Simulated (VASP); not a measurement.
# MgS (I4mm) in VASP: further runs

Runs on MgS. Level: PBEsol. Tasks: single point.

All numbers are computed with VASP 6.6.1; they aren't measurements. Logs are shortened: lines on timing, memory, paths and dates and some standing lists are left out, and cuts for length are marked.

**1. The cell of the first run**

The structure is tetragonal, space group I4mm (No. 107). Conventional cell: a = 3.679 Å, b = 3.679 Å, c = 5.203 Å, α = 90.00°, β = 90.00°, γ = 90.00°. Within 3.3 Å of Mg (site symmetry 4mm) lie 6 S at 2.53 to 2.68 Å. Within 3.3 Å of S (site symmetry 4mm) lie 6 Mg at 2.53 to 2.68 Å.

**2. Single point, PBEsol**

Input file INCAR:

```
  ALGO = Normal
  EDIFF = 1E-6
  ENCUT = 520
  GGA = PS
  ISIF = 2
  ISMEAR = 0
  LASPH = T
  LCHARG = F
  LREAL = F
  LWAVE = F
  NBANDS = 11
  NELM = 100
  PREC = Accurate
  SIGMA = 0.05
```

Input file KPOINTS:

```
k-points
0
Gamma
  8 8 8
```

Input file POSCAR:

```
MgS
1.0
    0.0000000000      2.6016500000      2.6016500000
    2.6016500000      0.0000000000      2.6016500000
    2.6016500000      2.6016500000      0.0000000000
Mg S
1 1
Direct
    0.0000000000      0.0000000000      0.0000000000
    0.4855860704      0.4855860704      0.5144139296
```

Potentials or basis: VASP PAW PBE potentials, release 64 (Mg, S).

Launch:

```
> cat potpaw_PBE.64/Mg/POTCAR potpaw_PBE.64/S/POTCAR > POTCAR
> mpirun -np 1 vasp_std > vasp.out
```

OUTCAR:

```text
EDIFF = 1E-6
   ENCUT = 520
   GGA = PS
   ISIF = 2
   ISMEAR = 0
   LASPH = T
   LREAL = F
   NELM = 100
   PREC = Accurate

 ion  position               nearest neighbor table
   1  0.000  0.000  0.000-   2 2.53   2 2.60   2 2.60   2 2.60   2 2.60   2 2.68
   2  0.486  0.486  0.514-   1 2.53   1 2.60   1 2.60   1 2.60   1 2.60   1 2.68

  LATTYP: Found a face centered cubic cell.
 ALAT       =     5.2033000000

  Lattice vectors:

 A1 = (   0.0000000000,   2.6016500000,   2.6016500000)
 A2 = (   2.6016500000,   0.0000000000,   2.6016500000)
 A3 = (   2.6016500000,   2.6016500000,   0.0000000000)

Analysis of symmetry for initial positions (statically):
=====================================================================
 Subroutine PRICEL returns:
 Original cell was already a primitive cell.

 Routine SETGRP: Setting up the symmetry group for a
 face centered cubic supercell.

 Subroutine GETGRP returns: Found  8 space group operations
 (whereof  8 operations were pure point group operations)
 out of a pool of 48 trial point group operations.

The static configuration has the point symmetry C_4v.

Analysis of symmetry for dynamics (positions and initial velocities):
=====================================================================
 Subroutine PRICEL returns:
 Original cell was already a primitive cell.

 Routine SETGRP: Setting up the symmetry group for a
 face centered cubic supercell.

 Subroutine GETGRP returns: Found  8 space group operations
 (whereof  8 operations were pure point group operations)
 out of a pool of 48 trial point group operations.

The dynamic configuration has the point symmetry C_4v.

 Subroutine INISYM returns: Found  8 space group operations
 (whereof  8 operations are pure point group operations),
 and found     1 'primitive' translations

----------------------------------------------------------------------------------------

                                     Primitive cell

  volume of cell :      35.2190

  direct lattice vectors                    reciprocal lattice vectors
     0.000000000  2.601650000  2.601650000    -0.192185728  0.192185728  0.192185728
     2.601650000  0.000000000  2.601650000     0.192185728 -0.192185728  0.192185728
     2.601650000  2.601650000  0.000000000     0.192185728  0.192185728 -0.192185728

  length of vectors
     3.679288715  3.679288715  3.679288715     0.332875446  0.332875446  0.332875446

  position of ions in fractional coordinates (direct lattice)
     0.000000000  0.000000000  0.000000000
     0.485586070  0.485586070  0.514413930

  ion indices of the primitive-cell ions
[... 79 lines left out ...]
   IBRION =     -1    ionic relax: 0-MD 1-quasi-New 2-CG
   NFREE  =      0    steps in history (QN), initial steepest desc. (CG)
   ISIF   =      2    stress and relaxation
   ISYM   =      2    0-nonsym 1-usesym 2-fastsym
   POTIM  = 0.5000    time-step for ionic-motion
   TEBEG  =    0.0;   TEEND  =   0.0 temperature during run
   PSTRESS=    0.0 pullay stress
   NELECT =       8.0000    total number of electrons
   NUPDOWN=      -1.0000    fix difference up-down
   EMIN   =  10.00;   EMAX   =-10.00  energy-range for DOS
   EFERMI =   0.00;   METHOD = LEGACY
   ISMEAR =     0;   SIGMA  =   0.05  broadening in eV -4-tet -1-fermi 0-gaus
   EFERMI_NEDOS =   21; number of points for ismear=-14 and -15
   IALGO  =     38    algorithm
   IMIX   =      4    mixing-type and parameters
     AMIX     =   0.40;   BMIX     =  1.00
     AMIX_MAG =   1.60;   BMIX_MAG =  1.00
  volume/ion in A,a.u.               =      17.61       118.83
  Fermi-wavevector in a.u.,A,eV,Ry     =   0.998878  1.887606 13.575323  0.997758
  Thomas-Fermi vector in A             =   2.131131
   LORBIT       =      0    0 simple, 1 ext, 2 COOP (PROOUT), +10 PAW based schemes
   GGA     = PS    functional components
   LHFCALC =     F    Hartree Fock is set to
   AEXX    =    0.0000 exact exchange contribution
   IVDW    =     0    specifies the selected vdW correction
   LEPSILON=     F    determine dielectric tensor
   LRPA    =     F    only Hartree local field effects (RPA)
 non-spin polarized calculation
 Gauss-broadening in eV      SIGMA  =   0.05
  energy-cutoff  :      520.00
  volume of cell :       35.22
 maximum number of plane-waves:       960
   NGX = 13   NGY = 13   NGZ = 13

 number of electron       8.0000000 magnetization

 Free energy of the ion-electron system (eV)
  ---------------------------------------------------
  ext. energy  EPLUGINS =         0.00000000
  ---------------------------------------------------
  free energy    TOTEN  =        -9.06536129 eV

  energy without entropy =       -9.06536129  energy(sigma->0) =       -9.06536129

 E-fermi :   3.9388     XC(G=0):  -9.8352

 val. band max:        3.6743534905   @ k =   0.0000   0.0000   0.0000
 cond. band min:       6.3797529551   @ k =   0.0000   0.5000   0.5000
 fundamental gap:      2.7053994645
 Fermi energy:         3.9388015001

 k-point     1 :       0.0000    0.0000    0.0000
  band No.  band energies     occupation
      1      -9.0097      2.00000
      2       3.6648      2.00000
      3       3.6744      2.00000
      4       3.6744      2.00000
      5       7.2661      0.00000
      6      11.5264      0.00000
      7      11.5264      0.00000
      8      11.5357      0.00000
      9      13.9899      0.00000
     10      14.0052      0.00000
     11      15.9604      0.00000
[... 309 lines left out ...]
 k-point    24 :       0.5000    0.2500    0.0000
  band No.  band energies     occupation
      1      -7.5176      2.00000
      2      -0.4255      2.00000
      3       1.4263      2.00000
      4       2.4518      2.00000
      5       7.9916      0.00000
      6      10.3251      0.00000
      7      12.3673      0.00000
      8      12.5906      0.00000
      9      16.2239      0.00000
     10      18.2254      0.00000
     11      19.1127      0.00000

 [... further k-points ...]
[... 5 lines left out ...]
  --------------------------------------------------------------------------------------
  -------------------------------------------------------------------------------------
  Total       -0.2598518     -0.2598518     -0.1081632      0.0000000     -0.0000000      0.0000000
  in kB      -11.8211477    -11.8211477     -4.9205494      0.0000000     -0.0000000      0.0000000
  external PRESSURE =      -9.5209483 kB  Pullay stress =       0.0000000 kB

 VOLUME and BASIS-vectors are now :
 -----------------------------------------------------------------------------
  energy-cutoff  :      520.00
  volume of cell :       35.22
      direct lattice vectors                 reciprocal lattice vectors
     0.000000000  2.601650000  2.601650000    -0.192185728  0.192185728  0.192185728
     2.601650000  0.000000000  2.601650000     0.192185728 -0.192185728  0.192185728
     2.601650000  2.601650000  0.000000000     0.192185728  0.192185728 -0.192185728

 POSITION                                       TOTAL-FORCE (eV/Angst)
 -----------------------------------------------------------------------------------
      0.00000      0.00000      0.00000         0.000000      0.000000     -0.216646
      2.60165      2.60165      2.52665         0.000000      0.000000      0.216646
 -----------------------------------------------------------------------------------
    total drift:                                0.000000      0.000000     -0.000093

  FREE ENERGIE OF THE ION-ELECTRON SYSTEM (eV)
  ---------------------------------------------------
  free  energy   TOTEN  =        -9.0653612907 eV

  energy  without entropy=       -9.0653612907  energy(sigma->0) =       -9.06536129
```

OSZICAR:

```text
N       E                     dE             d eps       ncg     rms          rms(c)
DAV:   1     0.199274505249E+02    0.19927E+02   -0.35969E+03  1346   0.592E+02
DAV:   2    -0.812165653976E+01   -0.28049E+02   -0.26455E+02  1631   0.991E+01
DAV:   3    -0.943040627646E+01   -0.13087E+01   -0.13069E+01  1613   0.225E+01
DAV:   4    -0.943827786604E+01   -0.78716E-02   -0.78710E-02  1547   0.206E+00
DAV:   5    -0.943834719714E+01   -0.69331E-04   -0.69331E-04  1608   0.191E-01    0.411E+00
DAV:   6    -0.910943527470E+01    0.32891E+00   -0.69734E-01  1522   0.324E+00    0.310E+00
DAV:   7    -0.906830490877E+01    0.41130E-01   -0.18657E-01  1563   0.182E+00    0.193E+00
DAV:   8    -0.906560952485E+01    0.26954E-02   -0.10681E-02  1442   0.592E-01    0.748E-01
DAV:   9    -0.906537023376E+01    0.23929E-03   -0.57615E-04  1552   0.131E-01    0.307E-01
DAV:  10    -0.906536275570E+01    0.74781E-05   -0.17314E-04  1511   0.582E-02    0.292E-02
DAV:  11    -0.906536143662E+01    0.13191E-05   -0.41470E-06  1529   0.105E-02    0.148E-02
DAV:  12    -0.906536129066E+01    0.14596E-06   -0.31630E-07   910   0.324E-03
   1 F= -.90653613E+01 E0= -.90653613E+01  d E =-.832836E-16
```

stdout:

```text
POSCAR found type information on POSCAR MgS
 POSCAR found :  2 types and       2 ions
 scaLAPACK will be used
 -----------------------------------------------------------------------------
|                                                                             |
|                                                                             |
|     You enforced a specific xc type in the INCAR file but a different       |
|     I HOPE YOU KNOW WHAT YOU ARE DOING!                                     |
|                                                                             |
 -----------------------------------------------------------------------------

 LDA part: xc-table for (Slater+PW92), standard interpolation
 POSCAR, INCAR and KPOINTS ok, starting setup
 FFT: planning ... GRIDC
 FFT: planning ... GRID_SOFT
 FFT: planning ... GRID
 WAVECAR not read
 entering main loop
```

Wall time 42 s (1 thread of AMD EPYC 7R13, shared host); peak memory 0.14 GiB.

What came out:

```
Free energy            : -9.0654 eV
Pressure               : -1.0 GPa
Largest force          : 0.217 eV/Å
Band gap on the k mesh : 2.71 eV, indirect (least direct gap 3.59 eV)
```

Forces in eV/Å, atoms in the order of the input:
```
Mg   0.000  0.000 -0.217
S    0.000  0.000  0.217
```

Stress tensor (GPa, compression positive):
```
-1.18  0.00  0.00
 0.00 -1.18  0.00
 0.00  0.00 -0.49
```

Caveat: the cell differs from its parent crystal (all S atoms moved +0.075 Å, as atom 2 towards its neighbour atom 1 (Mg) at 2.602 Å); the PAW data sets were made with another functional, which shifts forces and pressure a little. A k mesh can miss the band edges.

**3. Single point, PBEsol**

Input file INCAR:

```
  PREC = Accurate
  ENCUT = 520
  EDIFF = 1E-6
  ISMEAR = 0
  SIGMA = 0.05
  LREAL = False
  LASPH = True
  NELM = 100
  ALGO = Normal
  ISIF = 2
  LWAVE = False
  LCHARG = False
  GGA = PS
  NBANDS = 11
```

Input file KPOINTS:

```
Automatic mesh
0
Gamma
  8 8 8
```

POSCAR, as its differences from that of step 2:

```diff
@@ -9,2 +9,2 @@
     0.0000000000      0.0000000000      0.0000000000
-    0.4855860704      0.4855860704      0.5144139296
+    0.4951953568      0.4951953568      0.5048046432
```

Potentials or basis: VASP PAW PBE potentials, release 64 (Mg, S).

Launch:

```
> cat potpaw_PBE.64/Mg/POTCAR potpaw_PBE.64/S/POTCAR > POTCAR
> mpirun -np 1 vasp_std > vasp.out
```

It took 42 s on 1 thread of AMD EPYC 7R13, shared host; peak memory 0.14 GiB.

The run converged. Its results:

- Free energy: -9.0725 eV
- Pressure: -1.1 GPa
- Largest force: 0.070 eV/Å
- Band gap on the k mesh: 2.70 eV, indirect (least direct gap 3.59 eV)

Forces on the atoms (eV/Å):
```
Mg   0.000  0.000 -0.070
S    0.000  0.000  0.070
```

Stress tensor (GPa, compression positive):
```
-1.14  0.00  0.00
 0.00 -1.14  0.00
 0.00  0.00 -1.07
```

Levels at points of the mesh, in eV from the valence-band top:
```csv
k point,band 1,band 2,band 3,band 4,band 5,band 6,band 7,band 8,band 9
"(0.00, 0.00, 0.00)",-12.68,0.00,0.00,0.00,3.59,7.85,7.85,7.86,10.31
"(0.50, 0.00, 0.00)",-11.36,-4.89,-0.60,-0.60,4.40,6.83,6.83,10.07,11.97
"(0.50, 0.50, 0.00)",-10.98,-4.26,-1.71,-1.71,2.70,4.24,11.87,12.82,13.26
"(0.00, 0.50, 0.50)",-10.98,-4.26,-1.71,-1.71,2.70,4.24,11.87,12.82,13.26
```

Caveat: the cell differs from its parent crystal (all S atoms moved +0.025 Å, as atom 2 towards its neighbour atom 1 (Mg) at 2.602 Å); the PAW data sets were made with another functional, which shifts forces and pressure a little. A k mesh can miss the band edges.
